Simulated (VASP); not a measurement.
Set up this calculation in VASP 6.6.1, as the native input.

```
Task                   : single point
Functional             : PBE
Potentials or basis    : VASP PAW PBE potentials, release 64 (Mo_sv)
Cutoff                 : 520 eV
k mesh                 : 4 × 4 × 4
Occupations            : gaussian, width 0.1 eV
Spin                   : no spin polarisation
Dipole correction      : no
Further INCAR settings : ALGO = Normal; EDIFF = 1e-06; NBANDS = 43
```

The structure of Mo lies in POSCAR:

```
Mo
1.0
    5.6293991109      0.0000000000      0.0000000000
    0.0000000000      5.6293991109      0.0000000000
    0.0000000000      0.0000000000      2.9132768063
Mo
5
Direct
    0.2745709494      0.2745709494     -0.0156111241
    0.2745709494      0.7254290506     -0.0156111241
    0.7254290506      0.2745709494     -0.0156111241
    0.7254290506      0.7254290506     -0.0156111241
    0.0000000000      0.0000000000      0.4844244963
```

These files were run (other wordings do the same):

INCAR

```
  PREC = Accurate
  ENCUT = 520
  EDIFF = 1E-6
  ISMEAR = 0
  SIGMA = 0.1
  LREAL = F
  LASPH = T
  NELM = 100
  ALGO = Normal
  ISIF = 2
  LWAVE = F
  LCHARG = F
  GGA = PE
  NBANDS = 43
```

KPOINTS

```
Automatic mesh
0
Gamma
  4 4 4
```

Potentials or basis: VASP PAW PBE potentials, release 64 (Mo_sv).

Command:

```sh
$ cat potpaw_PBE.64/Mo_sv/POTCAR > POTCAR
$ mpirun -np 1 vasp_std > vasp.out
```

It gave:

* Pressure: 0.4 GPa
* Largest force: 0.010 eV/Å
* Band gap on the k mesh: zero (band 35 reaches 10.40 eV, above the bottom of band 36 at 9.25 eV)

Caveat: the k points lie up to 0.54 Å⁻¹ apart.

Run time: 44 s on 1 thread of Intel(R) Xeon(R) Platinum 8488C (Sapphire Rapids), with other jobs on the host, peak memory 0.21 GiB.
